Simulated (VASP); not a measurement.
# Sc (Fm-3m) in VASP: further runs

The runs below take Sc through single point, relaxation of cell and atoms, with LDA.

Everything below comes from runs of VASP 6.6.1. Logs are shortened: lines on timing, memory, paths and dates and some standing lists are left out, and cuts for length are marked.

## 1. The cell of the first run

Symmetry: Fm-3m, No. 225, cubic system. Conventional cell: a = 4.007 Å, b = 4.007 Å, c = 4.007 Å, α = 90.00°, β = 90.00°, γ = 90.00°. Sc (site symmetry m-3m) has 12 Sc at 2.83 Å within 3.7 Å.

## 2. Single point, LDA

Contents of INCAR:

```
SYSTEM = Sc
PREC = Accurate ; ENCUT = 520
EDIFF = 1E-7 ; ISMEAR = -1
SIGMA = 0.05 ; LREAL = .FALSE.
LASPH = .TRUE. ; NELM = 100
ALGO = Normal ; ISIF = 2
LWAVE = .FALSE. ; LCHARG = .FALSE.
GGA = CA ; NBANDS = 12
```

Contents of KPOINTS:

```
Automatic mesh
0
G
  16 16 16
  0 0 0
```

Contents of POSCAR:

```
Sc
1.0
    0.0000000000      2.0034983227      2.0034983227
    2.0034983227      0.0000000000      2.0034983227
    2.0034983227      2.0034983227      0.0000000000
Sc
1
Direct
    0.0000000000      0.0000000000      0.0000000000
```

Potentials or basis: VASP PAW LDA potentials, release 64 (Sc_sv).

Run with:

```bash
> cat potpaw_LDA.64/Sc_sv/POTCAR > POTCAR
> mpirun -np 1 vasp_std > vasp.out
```

OUTCAR:

```text
SYSTEM = Sc
   PREC = Accurate
   ENCUT = 520
   EDIFF = 1E-7
   ISMEAR = -1
   LREAL = .FALSE.
   LASPH = .TRUE.
   NELM = 100
   ISIF = 2
   GGA = CA

 ion  position               nearest neighbor table
   1  0.000  0.000  0.000-

  LATTYP: Found a face centered cubic cell.
 ALAT       =     4.0069966454

  Lattice vectors:

 A1 = (   0.0000000000,   2.0034983227,   2.0034983227)
 A2 = (   2.0034983227,   0.0000000000,   2.0034983227)
 A3 = (   2.0034983227,   2.0034983227,   0.0000000000)

Analysis of symmetry for initial positions (statically):
=====================================================================
 Subroutine PRICEL returns:
 Original cell was already a primitive cell.

 Routine SETGRP: Setting up the symmetry group for a
 face centered cubic supercell.

 Subroutine GETGRP returns: Found 48 space group operations
 (whereof 48 operations were pure point group operations)
 out of a pool of 48 trial point group operations.

The static configuration has the point symmetry O_h .

Analysis of symmetry for dynamics (positions and initial velocities):
=====================================================================
 Subroutine PRICEL returns:
 Original cell was already a primitive cell.

 Routine SETGRP: Setting up the symmetry group for a
 face centered cubic supercell.

 Subroutine GETGRP returns: Found 48 space group operations
 (whereof 48 operations were pure point group operations)
 out of a pool of 48 trial point group operations.

The dynamic configuration has the point symmetry O_h .

 Subroutine INISYM returns: Found 48 space group operations
 (whereof 48 operations are pure point group operations),
 and found     1 'primitive' translations

----------------------------------------------------------------------------------------

                                     Primitive cell

  volume of cell :      16.0841

  direct lattice vectors                    reciprocal lattice vectors
     0.000000000  2.003498323  2.003498323    -0.249563473  0.249563473  0.249563473
     2.003498323  0.000000000  2.003498323     0.249563473 -0.249563473  0.249563473
     2.003498323  2.003498323  0.000000000     0.249563473  0.249563473 -0.249563473

  length of vectors
     2.833374500  2.833374500  2.833374500     0.432256615  0.432256615  0.432256615

  position of ions in fractional coordinates (direct lattice)
     0.000000000  0.000000000  0.000000000

  ion indices of the primitive-cell ions
   primitive index   ion index
                 1           1

[... 79 lines left out ...]
   POTIM  = 0.5000    time-step for ionic-motion
   TEBEG  =    0.0;   TEEND  =   0.0 temperature during run
   PSTRESS=    0.0 pullay stress
   NELECT =      11.0000    total number of electrons
   NUPDOWN=      -1.0000    fix difference up-down
   EMIN   =  10.00;   EMAX   =-10.00  energy-range for DOS
   EFERMI =   0.00;   METHOD = LEGACY
   ISMEAR =    -1;   SIGMA  =   0.05  broadening in eV -4-tet -1-fermi 0-gaus
   EFERMI_NEDOS =   21; number of points for ismear=-14 and -15
   IALGO  =     38    algorithm
   IMIX   =      4    mixing-type and parameters
     AMIX     =   0.40;   BMIX     =  1.00
     AMIX_MAG =   1.60;   BMIX_MAG =  1.00
  volume/ion in A,a.u.               =      16.08       108.54
  Fermi-wavevector in a.u.,A,eV,Ry     =   1.442359  2.725664 28.305559  2.080400
  Thomas-Fermi vector in A             =   2.560888
   LORBIT       =      0    0 simple, 1 ext, 2 COOP (PROOUT), +10 PAW based schemes
   GGA     = CA    functional components
   LHFCALC =     F    Hartree Fock is set to
   AEXX    =    0.0000 exact exchange contribution
   IVDW    =     0    specifies the selected vdW correction
   LEPSILON=     F    determine dielectric tensor
   LRPA    =     F    only Hartree local field effects (RPA)
 non-spin polarized calculation
  energy-cutoff  :      520.00
  volume of cell :       16.08
 maximum number of plane-waves:       445
 NGX is ok and might be reduce to    24
   NGX = 11   NGY = 11   NGZ = 11

 number of electron      11.0000000 magnetization

 Free energy of the ion-electron system (eV)
  ---------------------------------------------------
  ext. energy  EPLUGINS =         0.00000000
  ---------------------------------------------------
  free energy    TOTEN  =        -6.17998124 eV

  energy without entropy =       -6.17009170  energy(sigma->0) =       -6.17503647

 E-fermi :   6.3954     XC(G=0): -12.0488

 val. band max:        6.3839771294   @ k =  -0.3750   0.3750   0.1875
 cond. band min:       6.4009576341   @ k =  -0.3125   0.4375   0.1875
 fundamental gap:      0.0169805047
 Fermi energy:         6.3954129918

 k-point     1 :       0.0000    0.0000    0.0000
  band No.  band energies     occupation
      1     -41.5622      2.00000
      2     -19.7107      2.00000
      3     -19.7107      2.00000
      4     -19.7107      2.00000
      5       0.9104      2.00000
      6       8.4395      0.00000
      7       8.4395      0.00000
      8       8.4395      0.00000
      9      10.8039      0.00000
     10      10.8039      0.00000
     11      21.5788      0.00000
     12      26.8092      0.00000
[... 331 lines left out ...]
 k-point    24 :      -0.0625    0.0625    0.0000
  band No.  band energies     occupation
      1     -41.5285      2.00000
      2     -19.8656      2.00000
      3     -19.7530      2.00000
      4     -19.7194      2.00000
      5       1.3104      2.00000
      6       8.1172      0.00000
      7       8.5961      0.00000
      8       8.6191      0.00000
      9      10.5466      0.00000
     10      10.8056      0.00000
     11      22.1739      0.00000
     12      24.9177      0.00000

 [... further k-points ...]

------------------------ aborting loop because EDIFF is reached ----------------------------------------

  FORCE on cell =-STRESS in cart. coord.  units (eV):
  Direction    XX          YY          ZZ          XY          YZ          ZX
  --------------------------------------------------------------------------------------
  -------------------------------------------------------------------------------------
  Total        3.2518253      3.2518253      3.2518253      0.0000000      0.0000000     -0.0000000
  in kB      323.9222927    323.9222927    323.9222927      0.0000000      0.0000000     -0.0000000
  external PRESSURE =     323.9222927 kB  Pullay stress =       0.0000000 kB

 VOLUME and BASIS-vectors are now :
 -----------------------------------------------------------------------------
  energy-cutoff  :      520.00
  volume of cell :       16.08
      direct lattice vectors                 reciprocal lattice vectors
     0.000000000  2.003498323  2.003498323    -0.249563473  0.249563473  0.249563473
     2.003498323  0.000000000  2.003498323     0.249563473 -0.249563473  0.249563473
     2.003498323  2.003498323  0.000000000     0.249563473  0.249563473 -0.249563473

 POSITION                                       TOTAL-FORCE (eV/Angst)
 -----------------------------------------------------------------------------------
      0.00000      0.00000      0.00000         0.000000     -0.000000      0.000000
 -----------------------------------------------------------------------------------
    total drift:                               -0.000000      0.000000      0.000000

  FREE ENERGIE OF THE ION-ELECTRON SYSTEM (eV)
  ---------------------------------------------------
  free  energy   TOTEN  =        -6.1799812425 eV

  energy  without entropy=       -6.1700916982  energy(sigma->0) =       -6.17503647
```

Run time: 18 s. Hardware: 1 thread of Intel Xeon Platinum 8259CL at 2.50GHz (Skylake/Cascade Lake), shared host; peak memory 0.15 GiB.

Results:

```yaml
Free_energy: -6.1800 eV
Pressure: 32.4 GPa
```

Levels at points of the mesh, in eV from the Fermi level:
| k point | band 1 | band 2 | band 3 | band 4 | band 5 | band 6 | band 7 | band 8 | band 9 | band 10 |
| --- | --- | --- | --- | --- | --- | --- | --- | --- | --- | --- |
| (0.00, 0.00, 0.00) | -47.96 | -26.11 | -26.11 | -26.11 | -5.49 | 2.04 | 2.04 | 2.04 | 4.41 | 4.41 |
| (0.50, 0.00, 0.00) | -47.61 | -27.67 | -26.29 | -26.29 | -2.29 | 1.82 | 1.82 | 1.91 | 6.00 | 6.00 |
| (0.50, 0.50, 0.00) | -47.50 | -27.55 | -26.63 | -26.63 | -2.67 | -1.53 | 4.42 | 5.99 | 6.43 | 6.43 |

## 3. Single point, LDA

Contents of INCAR:

```
SYSTEM = Sc
PREC = Accurate
ENCUT = 520
EDIFF = 1E-6
ISMEAR = -1
SIGMA = 0.05
LREAL = .FALSE.
LASPH = .TRUE.
NELM = 100
ALGO = Normal
ISIF = 2
LWAVE = .FALSE.
LCHARG = .FALSE.
GGA = CA
NBANDS = 12
```

Contents of KPOINTS:

```
regular mesh
0
G
  16 16 16
  0 0 0
```

Contents of POSCAR:

```
Sc
1.0
    0.0000000000      2.0033333772      2.0033333772
    2.0033333772      0.0000000000      2.0033333772
    2.0033333772      2.0033333772      0.0000000000
Sc
1
Direct
    0.0000000000      0.0000000000      0.0000000000
```

Potentials or basis: VASP PAW LDA potentials, release 64 (Sc_sv).

Run with:

```bash
> cat potpaw_LDA.64/Sc_sv/POTCAR > POTCAR
> mpirun -np 1 vasp_std > vasp.out
```

OUTCAR:

```text
SYSTEM = Sc
   PREC = Accurate
   ENCUT = 520
   EDIFF = 1E-6
   ISMEAR = -1
   LREAL = .FALSE.
   LASPH = .TRUE.
   NELM = 100
   ISIF = 2
   GGA = CA

 ion  position               nearest neighbor table
   1  0.000  0.000  0.000-

  LATTYP: Found a face centered cubic cell.
 ALAT       =     4.0066667544

  Lattice vectors:

 A1 = (   0.0000000000,   2.0033333772,   2.0033333772)
 A2 = (   2.0033333772,   0.0000000000,   2.0033333772)
 A3 = (   2.0033333772,   2.0033333772,   0.0000000000)

Analysis of symmetry for initial positions (statically):
=====================================================================
 Subroutine PRICEL returns:
 Original cell was already a primitive cell.

 Routine SETGRP: Setting up the symmetry group for a
 face centered cubic supercell.

 Subroutine GETGRP returns: Found 48 space group operations
 (whereof 48 operations were pure point group operations)
 out of a pool of 48 trial point group operations.

The static configuration has the point symmetry O_h .

Analysis of symmetry for dynamics (positions and initial velocities):
=====================================================================
 Subroutine PRICEL returns:
 Original cell was already a primitive cell.

 Routine SETGRP: Setting up the symmetry group for a
 face centered cubic supercell.

 Subroutine GETGRP returns: Found 48 space group operations
 (whereof 48 operations were pure point group operations)
 out of a pool of 48 trial point group operations.

The dynamic configuration has the point symmetry O_h .

 Subroutine INISYM returns: Found 48 space group operations
 (whereof 48 operations are pure point group operations),
 and found     1 'primitive' translations

----------------------------------------------------------------------------------------

                                     Primitive cell

  volume of cell :      16.0801

  direct lattice vectors                    reciprocal lattice vectors
     0.000000000  2.003333377  2.003333377    -0.249584021  0.249584021  0.249584021
     2.003333377  0.000000000  2.003333377     0.249584021 -0.249584021  0.249584021
     2.003333377  2.003333377  0.000000000     0.249584021  0.249584021 -0.249584021

  length of vectors
     2.833141232  2.833141232  2.833141232     0.432292205  0.432292205  0.432292205

  position of ions in fractional coordinates (direct lattice)
     0.000000000  0.000000000  0.000000000

  ion indices of the primitive-cell ions
   primitive index   ion index
                 1           1

----------------------------------------------------------------------------------------

 KPOINTS: regular mesh

Automatic generation of k-mesh.
 Grid dimensions read from file:
 generate k-points for:   16   16   16

 Generating k-lattice:

  Cartesian coordinates                     Fractional coordinates (reciprocal lattice)
    -0.015599001  0.015599001  0.015599001     0.062500000  0.000000000  0.000000000
     0.015599001 -0.015599001  0.015599001     0.000000000  0.062500000  0.000000000
     0.015599001  0.015599001 -0.015599001     0.000000000  0.000000000  0.062500000

  Length of vectors
     0.027018263  0.027018263  0.027018263

  Shift w.r.t. Gamma in fractional coordinates (k-lattice)
     0.000000000  0.000000000  0.000000000

 Subroutine IBZKPT returns following result:
 ===========================================

 Found    145 irreducible k-points:

 Following reciprocal coordinates:
            Coordinates               Weight
  0.000000  0.000000  0.000000      1.000000
  0.062500  0.000000  0.000000      8.000000
  0.125000  0.000000  0.000000      8.000000
  0.187500  0.000000  0.000000      8.000000
  0.250000  0.000000  0.000000      8.000000
  0.312500  0.000000  0.000000      8.000000
[... 16 lines left out ...]
 -0.125000  0.062500  0.000000     24.000000
 -0.062500  0.062500  0.000000     12.000000
 [... further k-points ...]
   k-points           NKPTS =    145   k-points in BZ     NKDIM =    145   number of bands    NBANDS=     12
   number of dos      NEDOS =    301   number of ions     NIONS =      1
   total plane-waves  NPLWV =  13824
   dimension x,y,z NGX =    24 NGY =   24 NGZ =   24
   dimension x,y,z NGXF=    48 NGYF=   48 NGZF=   48
   ions per type =               1
   NGX,Y,Z   is equivalent  to a cutoff of  14.08, 14.08, 14.08 a.u.
   NGXF,Y,Z  is equivalent  to a cutoff of  28.17, 28.17, 28.17 a.u.
 SYSTEM =  Sc
   PREC   = accura    normal or accurate (medium, high low for compatibility)
   ISTART =      0    job   : 0-new  1-cont  2-samecut
   ICHARG =      2    charge: 1-file 2-atom 10-const
   ISPIN  =      1    spin polarized calculation?
   LNONCOLLINEAR =      F non collinear calculations
   LSORBIT =      F    spin-orbit coupling
   LASPH  =      T    aspherical Exc in radial PAW
   ENCUT  =  520.0 eV  38.22 Ry    6.18 a.u.   5.27  5.27  5.27*2*pi/ulx,y,z
   NELM   =    100;   NELMIN=  2; NELMDL= -5     # of ELM steps
   EDIFF  = 0.1E-05   stopping-criterion for ELM
   LREAL  =      F    real-space projection
   EDIFFG = 0.1E-04   stopping-criterion for IOM
   NSW    =      0    number of steps for IOM
   IBRION =     -1    ionic relax: 0-MD 1-quasi-New 2-CG
   NFREE  =      0    steps in history (QN), initial steepest desc. (CG)
   ISIF   =      2    stress and relaxation
   ISYM   =      2    0-nonsym 1-usesym 2-fastsym
   POTIM  = 0.5000    time-step for ionic-motion
   TEBEG  =    0.0;   TEEND  =   0.0 temperature during run
   PSTRESS=    0.0 pullay stress
   NELECT =      11.0000    total number of electrons
   NUPDOWN=      -1.0000    fix difference up-down
   EMIN   =  10.00;   EMAX   =-10.00  energy-range for DOS
   EFERMI =   0.00;   METHOD = LEGACY
   ISMEAR =    -1;   SIGMA  =   0.05  broadening in eV -4-tet -1-fermi 0-gaus
   EFERMI_NEDOS =   21; number of points for ismear=-14 and -15
   IALGO  =     38    algorithm
   IMIX   =      4    mixing-type and parameters
     AMIX     =   0.40;   BMIX     =  1.00
     AMIX_MAG =   1.60;   BMIX_MAG =  1.00
  volume/ion in A,a.u.               =      16.08       108.51
  Fermi-wavevector in a.u.,A,eV,Ry     =   1.442478  2.725888 28.310220  2.080742
  Thomas-Fermi vector in A             =   2.560994
   LORBIT       =      0    0 simple, 1 ext, 2 COOP (PROOUT), +10 PAW based schemes
   GGA     = CA    functional components
   LHFCALC =     F    Hartree Fock is set to
   AEXX    =    0.0000 exact exchange contribution
   IVDW    =     0    specifies the selected vdW correction
   LEPSILON=     F    determine dielectric tensor
   LRPA    =     F    only Hartree local field effects (RPA)
 non-spin polarized calculation
  energy-cutoff  :      520.00
  volume of cell :       16.08
 maximum number of plane-waves:       445
 NGX is ok and might be reduce to    24
   NGX = 11   NGY = 11   NGZ = 11

 number of electron      11.0000000 magnetization

 Free energy of the ion-electron system (eV)
  ---------------------------------------------------
  ext. energy  EPLUGINS =         0.00000000
  ---------------------------------------------------
  free energy    TOTEN  =        -6.17917696 eV

  energy without entropy =       -6.16928708  energy(sigma->0) =       -6.17423202

 E-fermi :   6.3973     XC(G=0): -12.0500

 val. band max:        6.3859415606   @ k =  -0.3750   0.3750   0.1875
 cond. band min:       6.4029069976   @ k =  -0.3125   0.4375   0.1875
 fundamental gap:      0.0169654370
 Fermi energy:         6.3972868927

 k-point     1 :       0.0000    0.0000    0.0000
  band No.  band energies     occupation
      1     -41.5601      2.00000
      2     -19.7079      2.00000
      3     -19.7079      2.00000
      4     -19.7079      2.00000
      5       0.9125      2.00000
      6       8.4416      0.00000
      7       8.4416      0.00000
      8       8.4416      0.00000
      9      10.8067      0.00000
     10      10.8067      0.00000
     11      21.5823      0.00000
     12      26.8140      0.00000
[... 331 lines left out ...]
 k-point    24 :      -0.0625    0.0625    0.0000
  band No.  band energies     occupation
      1     -41.5263      2.00000
      2     -19.8629      2.00000
      3     -19.7502      2.00000
      4     -19.7166      2.00000
      5       1.3126      2.00000
      6       8.1193      0.00000
      7       8.5983      0.00000
      8       8.6213      0.00000
      9      10.5493      0.00000
     10      10.8084      0.00000
     11      22.1777      0.00000
     12      24.9222      0.00000

 [... further k-points ...]

------------------------ aborting loop because EDIFF is reached ----------------------------------------

  FORCE on cell =-STRESS in cart. coord.  units (eV):
  Direction    XX          YY          ZZ          XY          YZ          ZX
  --------------------------------------------------------------------------------------
  -------------------------------------------------------------------------------------
  Total        3.2546370      3.2546370      3.2546370     -0.0000000     -0.0000000      0.0000000
  in kB      324.2824657    324.2824657    324.2824657     -0.0000000     -0.0000000      0.0000000
  external PRESSURE =     324.2824657 kB  Pullay stress =       0.0000000 kB

 VOLUME and BASIS-vectors are now :
 -----------------------------------------------------------------------------
  energy-cutoff  :      520.00
  volume of cell :       16.08
      direct lattice vectors                 reciprocal lattice vectors
     0.000000000  2.003333377  2.003333377    -0.249584021  0.249584021  0.249584021
     2.003333377  0.000000000  2.003333377     0.249584021 -0.249584021  0.249584021
     2.003333377  2.003333377  0.000000000     0.249584021  0.249584021 -0.249584021

 POSITION                                       TOTAL-FORCE (eV/Angst)
 -----------------------------------------------------------------------------------
      0.00000      0.00000      0.00000        -0.000000      0.000000     -0.000000
 -----------------------------------------------------------------------------------
    total drift:                                0.000000      0.000000      0.000000

  FREE ENERGIE OF THE ION-ELECTRON SYSTEM (eV)
  ---------------------------------------------------
  free  energy   TOTEN  =        -6.1791769567 eV

  energy  without entropy=       -6.1692870826  energy(sigma->0) =       -6.17423202
```

Run time: 18 s. Hardware: 1 thread of Intel Xeon Platinum 8259CL at 2.50GHz (Skylake/Cascade Lake), shared host; peak memory 0.14 GiB.

Results:

- Free energy: -6.1792 eV
- Pressure: 32.4 GPa

(Part 1 of 2 ends here.)
